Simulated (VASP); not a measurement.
Write the native input for VASP 6.6.1 that does the following.

| Property | Result |
| --- | --- |
| Task | single point |
| Functional | r2SCAN |
| Potentials or basis | VASP PAW PBE potentials, release 64 (Sn_d, O) |
| Cutoff | 520 eV |
| k mesh | 6 × 6 × 8 |
| Occupations | gaussian, width 0.05 eV |
| Spin | no spin polarisation |
| Dipole correction | no |
| Further INCAR settings | ALGO = Normal; EDIFF = 1e-06; NBANDS = 35 |

SnO2:

```
Sn O
1.0
     4.97401    0.00000    0.00000
     0.00000    4.54586    0.00000
     0.00000    0.00000    3.20071
Sn O
2 4
Direct
  0.50000 0.50000 0.50000
  0.00000 0.00000 0.00000
  0.30586 0.30596 0.00000
  0.80586 0.19404 0.50000
  0.19414 0.80596 0.50000
  0.69414 0.69404 0.00000
```

This cell differs from its parent crystal: strain +0.0450 x Voigt [1, -1, 0, 0, 0, 0].

One way to write it, as run:

POSCAR

```
SnO2
1.0
    4.9740099174      0.0000000000      0.0000000000
    0.0000000000      4.5458550247      0.0000000000
    0.0000000000      0.0000000000      3.2007107555
Sn O
2 4
Direct
    0.5000000000      0.5000000000      0.5000000000
    0.0000000000      0.0000000000      0.0000000000
    0.3058623572      0.3059582262      0.0000000000
    0.8058623572      0.1940417738      0.5000000000
    0.1941376428      0.8059582262      0.5000000000
    0.6941376428      0.6940417738      0.0000000000
```

INCAR.step1

```
SYSTEM = SnO2
ALGO     = Normal         ! electronic algorithm
EDIFF    = 1E-4           ! SCF threshold, eV
ENCUT    = 520            ! plane-wave cutoff, eV
GGA      = PE             ! functional
ISMEAR   = 0              ! smearing method
LASPH    = .True.         ! aspherical terms in the spheres
LCHARG   = .False.        ! write CHGCAR
LREAL    = .False.        ! projectors in reciprocal space
LWAVE    = .True.         ! write WAVECAR
NBANDS   = 35             ! bands
NELM     = 60             ! most SCF steps
PREC     = Accurate       ! precision mode
SIGMA    = 0.05           ! smearing width, eV
```

INCAR.step2

```
SYSTEM = SnO2
ALGO     = Normal         ! electronic algorithm
EDIFF    = 1E-6           ! SCF threshold, eV
ENCUT    = 520            ! plane-wave cutoff, eV
ISIF     = 2              ! what is computed and relaxed
ISMEAR   = 0              ! smearing method
ISTART   = 1            
LASPH    = .True.         ! aspherical terms in the spheres
LCHARG   = .False.        ! write CHGCAR
LMIXTAU  = .True.       
LREAL    = .False.        ! projectors in reciprocal space
LWAVE    = .False.        ! write WAVECAR
METAGGA  = R2SCAN         ! meta-GGA
NBANDS   = 35             ! bands
NELM     = 60             ! most SCF steps
PREC     = Accurate       ! precision mode
SIGMA    = 0.05           ! smearing width, eV
```

KPOINTS

```
k-points
0
Gamma
  6 6 8
  0 0 0
```

Potentials or basis: VASP PAW PBE potentials, release 64 (Sn_d, O).

Run with:

```sh
$ cat potpaw_PBE.64/Sn_d/POTCAR potpaw_PBE.64/O/POTCAR > POTCAR
$ cp INCAR.step1 INCAR
$ mpirun -np 1 vasp_std > vasp.out
$ cp INCAR.step2 INCAR
$ mpirun -np 1 vasp_std > vasp.out
```

Results of the run:

```json
{"Pressure": "1.1 GPa", "Largest force": "0.074 eV/Å", "Band gap on the k mesh": "1.75 eV, direct"}
```

Caveat: the cell differs from its parent crystal (strain +0.0450 x Voigt [1, -1, 0, 0, 0, 0]); the PAW data sets were made with another functional, which shifts forces and pressure a little; spin-orbit coupling is left out, which moves the levels of the heavy elements.

Run time: 7.8 min on 1 thread of Intel(R) Xeon(R) Platinum 8488C (Sapphire Rapids), on a shared host, peak memory 0.29 GiB.
